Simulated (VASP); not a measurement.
**Rh: single point with r2SCAN**

Rh:

```xyz
8
Lattice="4.8167 0.0000 0.0000 0.0000 4.8167 0.0000 0.0000 0.0000 4.8167" Properties=species:S:1:pos:R:3 pbc="T T T"
Rh    2.4084    2.4084    2.4084
Rh    0.0000    0.0000    0.0000
Rh    1.2042    0.0000    2.4084
Rh    2.4084    1.2042    0.0000
Rh    2.4084    3.6125    0.0000
Rh    3.6125    0.0000    2.4084
Rh    0.0000    2.4084    3.6125
Rh    0.0000    2.4084    1.2042
```

```
Program             : VASP 6.6.1
Task                : single point
Functional          : r2SCAN
Potentials or basis : VASP PAW PBE potentials, release 64 (Rh_pv)
Cutoff              : 520 eV
k mesh              : 4 × 4 × 4
Occupations         : gaussian, width 0.1 eV
Spin                : no spin polarisation
```

The pressure is 5.5 GPa. The band gap on the k mesh is zero (band 60 reaches 11.74 eV, above the bottom of band 61 at 11.36 eV).

Levels at points of the mesh, in eV from the Fermi level:
```tsv
k point	band 56	band 57	band 58	band 59	band 60	band 61	band 62	band 63	band 64	band 65
(0.00, 0.00, 0.00)	-0.89	-0.89	-0.40	-0.40	0.18	0.18	0.18	0.61	0.61	0.61
(0.50, 0.00, 0.00)	-0.90	-0.34	-0.34	-0.24	-0.24	-0.17	-0.17	0.57	0.57	1.20
(0.50, 0.50, 0.00)	-0.72	-0.72	-0.65	-0.20	-0.20	-0.03	0.29	0.30	0.30	0.63
(0.50, 0.50, 0.50)	-0.14	-0.14	-0.14	-0.14	-0.14	0.01	0.01	0.01	0.01	1.69
```

It took 3.1 min on 1 thread of Intel(R) Xeon(R) Platinum 8259CL CPU @ 2.50GHz (Skylake/Cascade Lake), on a shared host, peak memory 0.23 GiB.

Caveat: the PAW data sets were made with another functional, which shifts forces and pressure a little.
